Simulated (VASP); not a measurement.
A run of VASP 6.6.1 is set up as follows.

File INCAR:

```
SYSTEM = Ca5Ta
  PREC = Accurate
  ENCUT = 520
  EDIFF = 1E-7
  ISMEAR = 0
  SIGMA = 0.1
  LREAL = .FALSE.
  LASPH = .TRUE.
  NELM = 100
  ALGO = Normal
  ISIF = 2
  LWAVE = .FALSE.
  LCHARG = .FALSE.
  LDIPOL = .TRUE.
  IDIPOL = 3
  DIPOL = 0.5 0.5 0.291
  GGA = PE
  NBANDS = 40
```

Contents of KPOINTS:

```
regular mesh
0
G
  4 4 1
  0 0 0
```

File POSCAR:

```
Ca5Ta
1.0
    5.3733328576      0.0000000000      0.0000000000
    0.0000000000      5.3733328576      0.0000000000
    0.0000000000      0.0000000000     29.1681994800
Ca Ta
5 1
Direct
    1.0000000000      0.5000000000      0.3572162978
    0.5000000000      0.0000000000      0.3572162978
    1.0000000000      0.5000000000      0.2256102154
    0.5000000000      0.0000000000      0.2256102154
    0.0000000000      0.0000000000      0.2914132566
    0.5000000000      0.5000000000      0.2914132566
```

Potentials or basis: VASP PAW PBE potentials, release 64 (Ca_sv, Ta_pv).

The run is started by

```console
$ cat potpaw_PBE.64/Ca_sv/POTCAR potpaw_PBE.64/Ta_pv/POTCAR > POTCAR
$ mpirun -np 1 vasp_std > vasp.out
```

Estimate the band gap on the k mesh.

zero (an odd number of electrons rules out a gap without spin polarisation).

Predict the largest force.

0.510 eV/Å.

Forces on the atoms (eV/Å):
```
Ca   0.000  0.000  0.510
Ca   0.000  0.000  0.510
Ca   0.000  0.000 -0.510
Ca   0.000  0.000 -0.510
Ca   0.000  0.000  0.000
Ta   0.000  0.000  0.000
```

Caveat: spin-orbit coupling is left out, which moves the levels of the heavy elements.
